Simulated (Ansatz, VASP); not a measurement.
## Te2Mo: VASP beside Ansatz

```
CELL_PARAMETERS angstrom
3.49108 0.00000 0.00000
-1.74554 3.02336 0.00000
0.00000 0.00000 17.78932
ATOMIC_POSITIONS crystal
Te 0.33333 0.66667 0.89863
Te 0.33333 0.66667 0.10137
Mo 0.00000 0.00000 0.00000
```

Change from the starting cell: strain along c alone, the other axes held, atoms relaxed: +1.5 %.

Alike in both runs: functional PBEsol; k mesh 12 × 12 × 2; occupations gaussian, width 0.02 eV; no spin polarisation.

Ansatz relaxed the structure, and its values are those at the end. VASP's run is a single point on that final structure, the one shown.

|  | VASP | Ansatz |
| --- | --- | --- |
| version | VASP 6.6.1 | Ansatz 0.2.0 |
| potentials or method | VASP PAW PBE potentials, release 64 (Te, Mo_sv), cutoff 520 eV | scalar-relativistic, plane waves, PAW |
| valence electrons in the cell | 26 | 46 |

Ansatz gave:

```
gap on the k mesh at the Fermi level (eV) : 1.20
least direct gap on the mesh (eV)         : 1.20
rms of the force components (eV/Å)        : 0.000
```

**Question.** Which values does VASP return?

**Answer.** gap on the k mesh at the Fermi level (eV): 1.20; least direct gap on the mesh (eV): 1.20; rms of the force components (eV/Å): 0.014.

VASP's potentials were made for PBE, not for PBEsol. With one functional, cell and mesh, what is left measures potentials, basis and numerics. VASP's potentials hold 26 valence electrons a cell and Ansatz's 46, so a difference there can come from the potentials and not from the codes. Ansatz's warnings: stress scf threshold loose.

Neither program's run includes spin-orbit coupling.
